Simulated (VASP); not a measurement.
# MoP (P-6m2) in VASP: notebook

The runs below take MoP through single point, relaxation of cell and atoms, with PBEsol.

All numbers are computed with VASP 6.6.1; they aren't measurements. Logs are shortened: lines on timing, memory, paths and dates and some standing lists are left out, and cuts for length are marked.

## (1) The cell of the first run

The structure is hexagonal, space group P-6m2 (No. 187). The conventional cell has a = 3.207 Å, b = 3.207 Å, c = 3.172 Å, α = 90.00°, β = 90.00°, γ = 120.00°. Mo (site symmetry -6m2) has 6 P at 2.44 Å and 8 Mo at 3.17 to 3.21 Å within 3.3 Å. P (site symmetry -6m2) has 6 Mo at 2.44 Å and 8 P at 3.17 to 3.21 Å within 3.3 Å.

## (2) Single point, PBEsol

The input, INCAR:

```
SYSTEM = MoP
ALGO = Normal ; EDIFF = 1E-6
ENCUT = 500 ; GGA = PS
GGA_COMPAT = .FALSE. ; ISIF = 2
ISMEAR = -1 ; LASPH = .TRUE.
LCHARG = .TRUE. ; LELF = .TRUE.
LREAL = .FALSE. ; LVHAR = .TRUE.
LWAVE = .FALSE. ; NBANDS = 16
NELM = 120 ; PREC = Accurate
SIGMA = 0.05
```

The input, KPOINTS:

```
k-points
0
G
  10 10 8
  0 0 0
```

The input, POSCAR:

```
MoP
1.0
    3.2066623852      0.0000000000      0.0000000000
   -1.6033311926      2.7770510869      0.0000000000
    0.0000000000      0.0000000000      3.1722411791
Mo P
1 1
Direct
    0.0000000000      0.0000000000      0.0000000000
    0.3333333333      0.6666666667      0.5000000000
```

Potentials or basis: VASP PAW PBE potentials, release 64 (Mo_sv, P).

Run with:

```
> cat potpaw_PBE.64/Mo_sv/POTCAR potpaw_PBE.64/P/POTCAR > POTCAR
> mpirun -np 1 vasp_std > vasp.out
```

OUTCAR:

```text
SYSTEM = MoP
   EDIFF = 1E-6
   ENCUT = 500
   GGA = PS
   ISIF = 2
   ISMEAR = -1
   LASPH = .TRUE.
   LREAL = .FALSE.
   NELM = 120
   PREC = Accurate

 ion  position               nearest neighbor table
   1  0.000  0.000  0.000-   2 2.44   2 2.44   2 2.44   2 2.44   2 2.44   2 2.44
   2  0.333  0.667  0.500-   1 2.44   1 2.44   1 2.44   1 2.44   1 2.44   1 2.44

  LATTYP: Found a hexagonal cell.
 ALAT       =     3.2066623852
 C/A-ratio  =     0.9892657218

  Lattice vectors:

 A1 = (   3.2066623852,   0.0000000000,   0.0000000000)
 A2 = (  -1.6033311926,   2.7770510869,   0.0000000000)
 A3 = (   0.0000000000,   0.0000000000,   3.1722411791)

Analysis of symmetry for initial positions (statically):
=====================================================================
 Subroutine PRICEL returns:
 Original cell was already a primitive cell.

 Routine SETGRP: Setting up the symmetry group for a
 hexagonal supercell.

 Subroutine GETGRP returns: Found 12 space group operations
 (whereof 12 operations were pure point group operations)
 out of a pool of 24 trial point group operations.

The static configuration has the point symmetry D_3h.

Analysis of symmetry for dynamics (positions and initial velocities):
=====================================================================
 Subroutine PRICEL returns:
 Original cell was already a primitive cell.

 Routine SETGRP: Setting up the symmetry group for a
 hexagonal supercell.

 Subroutine GETGRP returns: Found 12 space group operations
 (whereof 12 operations were pure point group operations)
 out of a pool of 24 trial point group operations.

The dynamic configuration has the point symmetry D_3h.

 Subroutine INISYM returns: Found 12 space group operations
 (whereof 12 operations are pure point group operations),
 and found     1 'primitive' translations

----------------------------------------------------------------------------------------

                                     Primitive cell

  volume of cell :      28.2490

  direct lattice vectors                    reciprocal lattice vectors
     3.206662385  0.000000000  0.000000000     0.311850728  0.180047102  0.000000000
    -1.603331193  2.777051087  0.000000000     0.000000000  0.360094204  0.000000000
     0.000000000  0.000000000  3.172241179     0.000000000  0.000000000  0.315234544

  length of vectors
     3.206662385  3.206662385  3.172241179     0.360094204  0.360094204  0.315234544

  position of ions in fractional coordinates (direct lattice)
     0.000000000  0.000000000  0.000000000
     0.333333333  0.666666667  0.500000000

  ion indices of the primitive-cell ions
   primitive index   ion index
                 1           1
                 2           2

----------------------------------------------------------------------------------------

 KPOINTS: k-points

Automatic generation of k-mesh.
 Grid dimensions read from file:
 generate k-points for:   10   10    8

 Generating k-lattice:

  Cartesian coordinates                     Fractional coordinates (reciprocal lattice)
     0.031185073  0.018004710  0.000000000     0.100000000  0.000000000  0.000000000
     0.000000000  0.036009420  0.000000000     0.000000000  0.100000000  0.000000000
     0.000000000  0.000000000  0.039404318     0.000000000  0.000000000  0.125000000

  Length of vectors
     0.036009420  0.036009420  0.039404318

  Shift w.r.t. Gamma in fractional coordinates (k-lattice)
     0.000000000  0.000000000  0.000000000

 Subroutine IBZKPT returns following result:
 ===========================================

 Found     70 irreducible k-points:

 Following reciprocal coordinates:
            Coordinates               Weight
  0.000000  0.000000  0.000000      1.000000
  0.100000 -0.000000  0.000000      6.000000
  0.200000 -0.000000  0.000000      6.000000
  0.300000  0.000000  0.000000      6.000000
  0.400000  0.000000  0.000000      6.000000
  0.500000  0.000000  0.000000      3.000000
[... 16 lines left out ...]
  0.300000  0.100000  0.125000     24.000000
  0.400000  0.100000  0.125000     24.000000
 [... further k-points ...]
   k-points           NKPTS =     70   k-points in BZ     NKDIM =     70   number of bands    NBANDS=     16
   number of dos      NEDOS =    301   number of ions     NIONS =      2
   total plane-waves  NPLWV =  13824
   dimension x,y,z NGX =    24 NGY =   24 NGZ =   24
   dimension x,y,z NGXF=    48 NGYF=   48 NGZF=   48
   ions per type =               1   1
   NGX,Y,Z   is equivalent  to a cutoff of  12.44, 12.44, 12.58 a.u.
   NGXF,Y,Z  is equivalent  to a cutoff of  24.89, 24.89, 25.16 a.u.
 SYSTEM =  MoP
   PREC   = accura    normal or accurate (medium, high low for compatibility)
   ISTART =      0    job   : 0-new  1-cont  2-samecut
   ICHARG =      2    charge: 1-file 2-atom 10-const
   ISPIN  =      1    spin polarized calculation?
   LNONCOLLINEAR =      F non collinear calculations
   LSORBIT =      F    spin-orbit coupling
   LASPH  =      T    aspherical Exc in radial PAW
   ENCUT  =  500.0 eV  36.75 Ry    6.06 a.u.   5.85  5.85  5.78*2*pi/ulx,y,z
   NELM   =    120;   NELMIN=  2; NELMDL= -5     # of ELM steps
   EDIFF  = 0.1E-05   stopping-criterion for ELM
   LREAL  =      F    real-space projection
   EDIFFG = 0.1E-04   stopping-criterion for IOM
   NSW    =      0    number of steps for IOM
   IBRION =     -1    ionic relax: 0-MD 1-quasi-New 2-CG
   NFREE  =      0    steps in history (QN), initial steepest desc. (CG)
   ISIF   =      2    stress and relaxation
   ISYM   =      2    0-nonsym 1-usesym 2-fastsym
   POTIM  = 0.5000    time-step for ionic-motion
   TEBEG  =    0.0;   TEEND  =   0.0 temperature during run
   PSTRESS=    0.0 pullay stress
   NELECT =      19.0000    total number of electrons
   NUPDOWN=      -1.0000    fix difference up-down
   EMIN   =  10.00;   EMAX   =-10.00  energy-range for DOS
   EFERMI =   0.00;   METHOD = LEGACY
   ISMEAR =    -1;   SIGMA  =   0.05  broadening in eV -4-tet -1-fermi 0-gaus
   EFERMI_NEDOS =   21; number of points for ismear=-14 and -15
   IALGO  =     38    algorithm
   IMIX   =      4    mixing-type and parameters
     AMIX     =   0.40;   BMIX     =  1.00
     AMIX_MAG =   1.60;   BMIX_MAG =  1.00
  volume/ion in A,a.u.               =      14.12        95.32
  Fermi-wavevector in a.u.,A,eV,Ry     =   1.434360  2.710548 27.992484  2.057390
  Thomas-Fermi vector in A             =   2.553777
   LORBIT       =      0    0 simple, 1 ext, 2 COOP (PROOUT), +10 PAW based schemes
   GGA     = PS    functional components
   LHFCALC =     F    Hartree Fock is set to
   AEXX    =    0.0000 exact exchange contribution
   IVDW    =     0    specifies the selected vdW correction
   LEPSILON=     F    determine dielectric tensor
   LRPA    =     F    only Hartree local field effects (RPA)
 non-spin polarized calculation
  energy-cutoff  :      500.00
  volume of cell :       28.25
 maximum number of plane-waves:       732
 NGX is ok and might be reduce to    24
   NGX = 11   NGY = 11   NGZ = 11

 number of electron      18.9999998 magnetization

 Free energy of the ion-electron system (eV)
  ---------------------------------------------------
  ext. energy  EPLUGINS =         0.00000000
  ---------------------------------------------------
  free energy    TOTEN  =       -19.06197725 eV

  energy without entropy =      -19.05797769  energy(sigma->0) =      -19.05997747

 E-fermi :  12.0557     XC(G=0): -12.7924

 val. band max:       11.9929449529   @ k =   0.3000   0.0000   0.3750
 cond. band min:      12.0926082269   @ k =   0.2000  -0.0000   0.0000
 fundamental gap:      0.0996632740
 Fermi energy:        12.0556772759

 k-point     1 :       0.0000    0.0000    0.0000
  band No.  band energies     occupation
      1     -49.0156      2.00000
      2     -23.2093      2.00000
      3     -22.9836      2.00000
      4     -22.9836      2.00000
      5      -1.9658      2.00000
      6       7.7484      2.00000
[... 8 lines left out ...]
     15      21.1205      0.00000
     16      21.1205      0.00000

 k-point     2 :       0.1000   -0.0000    0.0000
  band No.  band energies     occupation
      1     -49.0123      2.00000
      2     -23.2046      2.00000
      3     -23.0197      2.00000
      4     -22.9918      2.00000
      5      -1.7779      2.00000
      6       7.6461      2.00000
[... 8 lines left out ...]
     15      20.6560      0.00000
     16      21.7454      0.00000

 k-point     3 :       0.2000   -0.0000    0.0000
  band No.  band energies     occupation
      1     -49.0034      2.00000
      2     -23.1922      2.00000
      3     -23.1130      2.00000
      4     -23.0131      2.00000
      5      -1.2450      2.00000
      6       6.9836      2.00000
[... 8 lines left out ...]
     15      21.0931      0.00000
     16      23.1224      0.00000

 k-point     4 :       0.3000    0.0000    0.0000
  band No.  band energies     occupation
      1     -48.9923      2.00000
      2     -23.2265      2.00000
      3     -23.1767      2.00000
      4     -23.0393      2.00000
      5      -0.4661      2.00000
      6       6.0143      2.00000
[... 8 lines left out ...]
     15      22.1011      0.00000
     16      23.6170      0.00000
[... 324 lines left out ...]
 k-point    22 :       0.2000    0.1000    0.1250
  band No.  band energies     occupation
      1     -48.9930      2.00000
      2     -23.2277      2.00000
      3     -23.1720      2.00000
      4     -23.0348      2.00000
      5      -0.5718      2.00000
      6       6.5691      2.00000
[... 8 lines left out ...]
     15      21.5402      0.00000
     16      22.5083      0.00000

 k-point    23 :       0.3000    0.1000    0.1250
  band No.  band energies     occupation
      1     -48.9830      2.00000
      2     -23.2674      2.00000
      3     -23.2111      2.00000
      4     -23.0648      2.00000
      5       0.1815      2.00000
      6       5.6652      2.00000
[... 8 lines left out ...]
     15      20.9555      0.00000
     16      23.4508      0.00000

 k-point    24 :       0.4000    0.1000    0.1250
  band No.  band energies     occupation
      1     -48.9769      2.00000
      2     -23.3245      2.00000
      3     -23.2020      2.00000
      4     -23.0834      2.00000
      5       0.7803      2.00000
      6       4.9959      2.00000
[... 8 lines left out ...]
     15      21.1343      0.00000
     16      23.3615      0.00000

 [... further k-points ...]
[... 5 lines left out ...]
  --------------------------------------------------------------------------------------
  -------------------------------------------------------------------------------------
  Total        0.0544492      0.0544492      0.0671880     -0.0000000     -0.0000000      0.0000000
  in kB        3.0881554      3.0881554      3.8106501     -0.0000000     -0.0000000      0.0000000
  external PRESSURE =       3.3289870 kB  Pullay stress =       0.0000000 kB

 VOLUME and BASIS-vectors are now :
 -----------------------------------------------------------------------------
  energy-cutoff  :      500.00
  volume of cell :       28.25
      direct lattice vectors                 reciprocal lattice vectors
     3.206662385  0.000000000  0.000000000     0.311850728  0.180047102  0.000000000
    -1.603331193  2.777051087  0.000000000     0.000000000  0.360094204  0.000000000
     0.000000000  0.000000000  3.172241179     0.000000000  0.000000000  0.315234544

 POSITION                                       TOTAL-FORCE (eV/Angst)
 -----------------------------------------------------------------------------------
      0.00000      0.00000      0.00000        -0.000000      0.000000      0.000000
     -0.00000      1.85137      1.58612         0.000000      0.000000      0.000000
 -----------------------------------------------------------------------------------
    total drift:                               -0.000000      0.000000      0.000000

  FREE ENERGIE OF THE ION-ELECTRON SYSTEM (eV)
  ---------------------------------------------------
  free  energy   TOTEN  =       -19.0619772461 eV

  energy  without entropy=      -19.0579776936  energy(sigma->0) =      -19.05997747
```

It took 14 s on 1 thread of Intel Xeon Platinum 8375C at 2.90GHz (Ice Lake), shared host; peak memory 0.16 GiB.

Results:

| Item | Value |
| --- | --- |
| Free energy | -19.0620 eV |
| Pressure | 0.3 GPa |
| Band gap on the k mesh | zero (an odd number of electrons rules out a gap without spin polarisation) |

Caveat: the PAW data sets were made with another functional, which shifts forces and pressure a little; an odd number of electrons without spin polarisation forces a metal; a magnetic or distorted state may lie lower.

## (3) Relaxation of cell and atoms, PBEsol

This run uses another cell than the first one, of 14.35 Å³/atom.

The input, INCAR:

```
SYSTEM = MoP
ALGO = Normal
EDIFF = 1E-7
EDIFFG = -0.005
ENCUT = 500
GGA = PS
GGA_COMPAT = .FALSE.
IBRION = 2
ISIF = 3
ISMEAR = -1
LASPH = .TRUE.
LCHARG = .FALSE.
LREAL = .FALSE.
LWAVE = .FALSE.
NELM = 120
NELMIN = 4
NSW = 80
PREC = Accurate
SIGMA = 0.05
```

KPOINTS is that of step 2.

The input, POSCAR:

```
MoP
1.0
    3.2230000000      0.0000000000      0.0000000000
   -1.6115000000      2.7911998764      0.0000000000
    0.0000000000      0.0000000000      3.1910000000
Mo P
1 1
Direct
    0.0000000000      0.0000000000      0.0000000000
    0.3333333333      0.6666666667      0.5000000000
```

Potentials or basis: VASP PAW PBE potentials, release 64 (Mo_sv, P).

Run with:

```
> cat potpaw_PBE.64/Mo_sv/POTCAR potpaw_PBE.64/P/POTCAR > POTCAR
> mpirun -np 1 vasp_std > vasp.out
```

OUTCAR:

```text
SYSTEM = MoP
   EDIFF = 1E-7
   EDIFFG = -0.005
   ENCUT = 500
   GGA = PS
   IBRION = 2
   ISIF = 3
   ISMEAR = -1
   LASPH = .TRUE.
   LREAL = .FALSE.
   NELM = 120
   NELMIN = 4
   NSW = 80
   PREC = Accurate

 ion  position               nearest neighbor table
   1  0.000  0.000  0.000-   2 2.45   2 2.45   2 2.45   2 2.45   2 2.45   2 2.45
   2  0.333  0.667  0.500-   1 2.45   1 2.45   1 2.45   1 2.45   1 2.45   1 2.45

  LATTYP: Found a hexagonal cell.
 ALAT       =     3.2230000000
 C/A-ratio  =     0.9900713621

  Lattice vectors:

 A1 = (   3.2230000000,   0.0000000000,   0.0000000000)
 A2 = (  -1.6115000000,   2.7911998764,   0.0000000000)
 A3 = (   0.0000000000,   0.0000000000,   3.1910000000)

Analysis of symmetry for initial positions (statically):
=====================================================================
 Subroutine PRICEL returns:
 Original cell was already a primitive cell.

 Routine SETGRP: Setting up the symmetry group for a
 hexagonal supercell.

 Subroutine GETGRP returns: Found 12 space group operations
 (whereof 12 operations were pure point group operations)
 out of a pool of 24 trial point group operations.

The static configuration has the point symmetry D_3h.

[... 170 lines left out ...]
  in kB      -30.8781933    -30.8781933    -42.2565460     -0.0000000      0.0000000      0.0000000
  external PRESSURE =     -34.6709775 kB  Pullay stress =       0.0000000 kB
[... 131 lines left out ...]
--------------------------------------- Ionic step        5  -------------------------------------------

 number of electron      18.9999998 magnetization

 Free energy of the ion-electron system (eV)
  ---------------------------------------------------
  ext. energy  EPLUGINS =         0.00000000
  ---------------------------------------------------
  free energy    TOTEN  =       -19.06218702 eV

  energy without entropy =      -19.05817621  energy(sigma->0) =      -19.06018161

 E-fermi :  12.0367     XC(G=0): -12.7861

 val. band max:       11.9742243909   @ k =   0.3000  -0.0000   0.3750
 cond. band min:      12.0733857553   @ k =   0.2000  -0.0000   0.0000
 fundamental gap:      0.0991613644
 Fermi energy:        12.0366807067

 k-point     1 :       0.0000    0.0000    0.0000
  band No.  band energies     occupation
      1     -49.0360      2.00000
      2     -23.2292      2.00000
      3     -23.0040      2.00000
      4     -23.0040      2.00000
      5      -1.9765      2.00000
      6       7.7369      2.00000
      7       8.6873      2.00000
      8       8.6873      2.00000
      9      11.3790      2.00000
     10      12.3401      0.00462
     11      12.3401      0.00462
     12      16.2681      0.00000
     13      16.2681      0.00000
[... 354 lines left out ...]
  band No.  band energies     occupation
      1     -48.9974      2.00000
      2     -23.3432      2.00000
      3     -23.2219      2.00000
      4     -23.1033      2.00000
      5       0.7653      2.00000
      6       4.9838      2.00000
      7       7.4906      2.00000
      8       8.6575      2.00000
      9       9.8537      2.00000
     10      12.4248      0.00085
     11      13.8433      0.00000
     12      14.2649      0.00000
     13      16.4469      0.00000

 [... further k-points ...]
[... 5 lines left out ...]
  --------------------------------------------------------------------------------------
  -------------------------------------------------------------------------------------
  Total        0.0064499      0.0064499      0.0065842      0.0000000      0.0000000      0.0000000
  in kB        0.3653672      0.3653672      0.3729747      0.0000000      0.0000000      0.0000000
  external PRESSURE =       0.3679030 kB  Pullay stress =       0.0000000 kB
[... 17 lines left out ...]
  FREE ENERGIE OF THE ION-ELECTRON SYSTEM (eV)
  ---------------------------------------------------
  free  energy   TOTEN  =       -19.0621870209 eV

  energy  without entropy=      -19.0581762065  energy(sigma->0) =      -19.06018161

 reached required accuracy - stopping structural energy minimisation
```

OSZICAR:

```text
N       E                     dE             d eps       ncg     rms          rms(c)
DAV:   1     0.116301479686E+03    0.11630E+03   -0.99298E+03  1820   0.135E+03
[... 45 lines left out ...]
       N       E                     dE             d eps       ncg     rms          rms(c)
DAV:   1    -0.190622572734E+02   -0.79669E-04   -0.28518E-03  1833   0.591E-01    0.547E-02
DAV:   2    -0.190622006451E+02    0.56628E-04   -0.10882E-04  1860   0.106E-01    0.212E-02
DAV:   3    -0.190621873928E+02    0.13252E-04   -0.27496E-05  2085   0.458E-02    0.660E-03
DAV:   4    -0.190621868813E+02    0.51152E-06   -0.19262E-06  1965   0.129E-02    0.412E-03
DAV:   5    -0.190621870064E+02   -0.12503E-06   -0.79244E-08  1065   0.246E-03    0.714E-04
DAV:   6    -0.190621870209E+02   -0.14535E-07   -0.10650E-08   910   0.962E-04
   5 F= -.19062187E+02 E0= -.19060182E+02  d E =-.940702E-05
```

It took 38 s on 1 thread of Intel Xeon Platinum 8375C at 2.90GHz (Ice Lake), shared host; peak memory 0.16 GiB.

Results:

```yaml
Free_energy: -19.0622 eV
Relaxed_volume: 14.14 Å³/atom
Relaxed_cell: a = 3.208 Å, b = 3.208 Å, c = 3.174 Å, α = 90.00°, β = 90.00°, γ = 120.00°
Space_group_after_relaxing_to_0.1_Å: P-6m2 (No. 187)
Energy_gained_by_relaxing: 2.3 meV/atom
Ionic_steps: 5
Pressure_after_relaxing: 0.0 GPa
Band_gap_on_the_k_mesh: zero (an odd number of electrons rules out a gap without spin polarisation)
```

Step by step:
```csv
step,energy change (eV),largest force (eV/Å),pressure (GPa),volume (Å³)
1,0.0000,0.0000,-3.47,28.71
2,0.0171,0.0000,8.11,27.43
3,-0.0046,0.0000,-0.05,28.30
4,-0.0046,0.0000,0.02,28.29
5,-0.0047,0.0000,0.04,28.28
```

Final structure:
```yaml
crystal:
  lattice:
    - [3.20798, 0.00000, 0.00000]
    - [-1.60399, 2.77819, 0.00000]
    - [0.00000, 0.00000, 3.17353]
  atoms:
    - { symbol: Mo, position: [0.00000, 0.00000, 0.00000] }
    - { symbol: P, position: [0.33333, 0.66667, 0.50000] }
```

Levels at points of the mesh, in eV from the Fermi level:
```
           k point  band 8  band 9  band 10  band 11  band 12  band 13
(0.00, 0.00, 0.00)   -3.35   -0.66     0.30     0.30     4.23     4.23
(0.50, 0.00, 0.00)   -3.84   -1.25    -0.41     1.77     2.44     4.74
(0.00, 0.00, 0.50)   -2.75   -1.71    -1.71     1.38     2.98     2.98
(0.50, 0.00, 0.50)   -4.49   -1.06     1.49     1.90     3.66     5.16
```

Caveat: the PAW data sets were made with another functional, which shifts forces and pressure a little; an odd number of electrons without spin polarisation forces a metal; a magnetic or distorted state may lie lower.

(Part 1 of 2 ends here.)

The gap in the log of VASP goes by the Fermi energy; the results here count the filled bands.